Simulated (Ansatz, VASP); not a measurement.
**Two plane-wave programs on SnO2**

File INCAR:

```
SYSTEM = SnO2
PREC     = Accurate       ! precision mode
ENCUT    = 520            ! plane-wave cutoff, eV
EDIFF    = 1E-6           ! SCF threshold, eV
ISMEAR   = 0              ! smearing method
SIGMA    = 0.01           ! smearing width, eV
LREAL    = .FALSE.        ! projectors in reciprocal space
LASPH    = .TRUE.         ! aspherical terms in the spheres
NELM     = 80             ! most SCF steps
ALGO     = Normal         ! electronic algorithm
ISIF     = 2              ! what is computed and relaxed
LWAVE    = .FALSE.        ! write WAVECAR
LCHARG   = .FALSE.        ! write CHGCAR
NBANDS   = 20             ! bands
```

File KPOINTS:

```
regular mesh
0
G
  6 6 6
  0 0 0
```

File POSCAR:

```
SnO2
1.0
    1.6170900000      0.9336300000      4.8005900000
   -1.6170900000      0.9336300000      4.8005900000
    0.0000000000     -1.8672600000      4.8005900000
Sn O
1 2
Direct
    0.5094200000      0.4755800000      0.5048900000
    0.3045462350      0.2067262350      0.1874475300
    0.8449500000      0.6905000000      0.7700400000
```

Input for Ansatz:

```yaml
crystal:
  lattice:
    - [1.61709, 0.93363, 4.80059]
    - [-1.61709, 0.93363, 4.80059]
    - [0.0, -1.86726, 4.80059]
  atoms:
    - { symbol: Sn, position: [0.50942, 0.47558, 0.50489] }
    - { symbol: O, position: [0.30454623498245204, 0.206726234982452, 0.18744753003509598] }
    - { symbol: O, position: [0.84495, 0.6905, 0.77004] }
basis:
  ecutwfc: 540.0
  xc_grid: 2
kpoints:
  mp_grid:
    grid: [6, 6, 6]
hamiltonian:
  xc: lda
scf:
  convergence:
    dr2_threshold: 1.0e-09
  occupations:
    method: fixed
output:
  forces: true
  stress: true
```

Alike in both runs: task single point; functional LDA; k mesh 6 × 6 × 6; no spin polarisation.

|  | VASP | Ansatz |
| --- | --- | --- |
| version | VASP 6.6.1 | Ansatz 0.2.0 |
| potentials or method | VASP PAW LDA potentials, release 64 (Sn_d, O), cutoff 520 eV | plane waves, PAW |
| occupations | gaussian, width 0.01 eV | fixed |
| valence electrons in the cell | 26 | 26 |

|  | VASP | Ansatz | Ansatz less VASP |
| --- | --- | --- | --- |
| pressure (GPa) | 1.8 | 1.0 | -0.83 |
| traceless stress, the component that is largest in VASP (GPa) | 8.09 | 7.98 | -0.111 |
| rms of the force components (eV/Å) | 1.621 | 1.576 | -0.0449 |

LDA's correlation is that of Perdew and Zunger in VASP and of Perdew and Wang (1992) in Ansatz. Atom by atom the forces differ by 0.053 eV/Å (rms over components). Ansatz's warnings: stress scf threshold loose.
